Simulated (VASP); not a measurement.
A run of VASP 6.6.1:

File INCAR:

```
SYSTEM = CdSe
ALGO = Normal ; EDIFF = 1E-6
ENCUT = 520 ; GGA = PE
ISIF = 2 ; ISMEAR = 0
LASPH = .TRUE. ; LCHARG = .FALSE.
LREAL = .FALSE. ; LWAVE = .FALSE.
NBANDS = 16 ; NELM = 100
PREC = Accurate ; SIGMA = 0.01
```

Contents of KPOINTS:

```
k-points
0
G
  6 6 6
  0 0 0
```

The input POSCAR:

```
CdSe
1.0
    0.0000000000      3.0973234415      3.0973234415
    3.0973234415      0.0000000000      3.0973234415
    3.0973234415      3.0973234415      0.0000000000
Cd Se
1 1
Direct
    0.0000000000      0.0000000000      0.0000000000
    0.7500000000      0.7500000000      0.7500000000
```

Potentials or basis: VASP PAW PBE potentials, release 64 (Cd, Se).

Command:

```sh
$ cat potpaw_PBE.64/Cd/POTCAR potpaw_PBE.64/Se/POTCAR > POTCAR
$ mpirun -np 1 vasp_std > vasp.out
```

Hardware: 1 thread of Intel(R) Xeon(R) Platinum 8488C (Sapphire Rapids), with other jobs on the host.

Estimate the wall time of this run.

Wall time 14 s on 1 thread of Intel(R) Xeon(R) Platinum 8488C (Sapphire Rapids) (shared host), peak memory 0.2 GiB. Counts: scf iterations 12, k points 16.
